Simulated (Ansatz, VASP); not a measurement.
# Two plane-wave programs on MnS

```xyz
4
Lattice="-2.6200 -2.6200 -5.2400 2.6200 -2.6200 0.0000 -2.6200 -2.6200 0.0000" Properties=species:S:1:pos:R:3 pbc="T T T"
Mn    0.0000    0.0000    0.0000
Mn    0.0000   -2.6200   -2.6200
S     0.0000   -2.6200    0.0000
S    -2.6200   -2.6200   -2.6200
```

Alike in both runs: task single point; functional PBE; k mesh 4 × 5 × 6; occupations gaussian, width 0.03 eV; collinear spin; Hubbard terms Mn d U = 3.1 eV.

|  | VASP | Ansatz |
| --- | --- | --- |
| version | VASP 6.6.1 | Ansatz 0.2.0 |
| potentials or method | VASP PAW PBE potentials, release 64 (Mn_pv, S), cutoff 520 eV | PAW, plane waves, scalar-relativistic |
| valence electrons in the cell | 38 | 42 |

VASP gave:

| Quantity | Value |
| --- | --- |
| pressure (GPa) | 1.3 |
| traceless stress, the component that is largest in VASP (GPa) | -0.04 |
| net moment per atom (μB) | 0.00 |
| size of the moment on the site where the two differ most (μB) | 4.54 |

**Question.** Estimate Ansatz's values.

**Answer.** Pressure (GPa): 1.8; traceless stress, the component that is largest in VASP (GPa): -0.06; net moment per atom (μB): 0.00; size of the moment on the site where the two differ most (μB): 4.46.

Site moments also hang on the region over which each program counts them. The programs project onto different local orbitals, so the same U acts differently, and such runs can settle in different states. VASP's potentials hold 38 valence electrons a cell and Ansatz's 42, so a difference there can come from the potentials and not from the codes.
